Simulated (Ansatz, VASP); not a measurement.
## Two plane-wave programs on Co

```xyz
2
Lattice="2.4923 0.0000 0.0000 -1.2461 2.1584 0.0000 0.0000 0.0000 4.0333" Properties=species:S:1:pos:R:3 pbc="T T T"
Co    0.0000    1.4389    1.0083
Co    1.2461    0.7195    3.0250
```

Alike in both runs: functional PBE; k mesh 18 × 18 × 10; occupations gaussian, width 0.1 eV; collinear spin.

Ansatz relaxed the structure, and its values are those at the end. VASP's run is a single point on that final structure, the one shown.

|  | VASP | Ansatz |
| --- | --- | --- |
| version | VASP 6.6.1 | Ansatz 0.2.0 |
| potentials or method | VASP PAW PBE potentials, release 64 (Co), cutoff 520 eV | scalar-relativistic, plane waves, PAW |
| valence electrons in the cell | 18 | 34 |

```csv
,VASP,Ansatz,Ansatz less VASP
gap on the k mesh at the Fermi level (eV),none,none,-
pressure (GPa),-0.6,0.0,+0.65
net moment per atom (μB),1.59,1.60,+0.005
size of the moment on the site where the two differ most (μB),1.61,1.68,+0.062
```

Site moments also hang on the region over which each program counts them. A gap of «none» marks a metal or a gap that the smearing closes. With one functional, cell and mesh, what is left measures potentials, basis and numerics. VASP's potentials hold 18 valence electrons a cell and Ansatz's 34, so a difference there can come from the potentials and not from the codes.
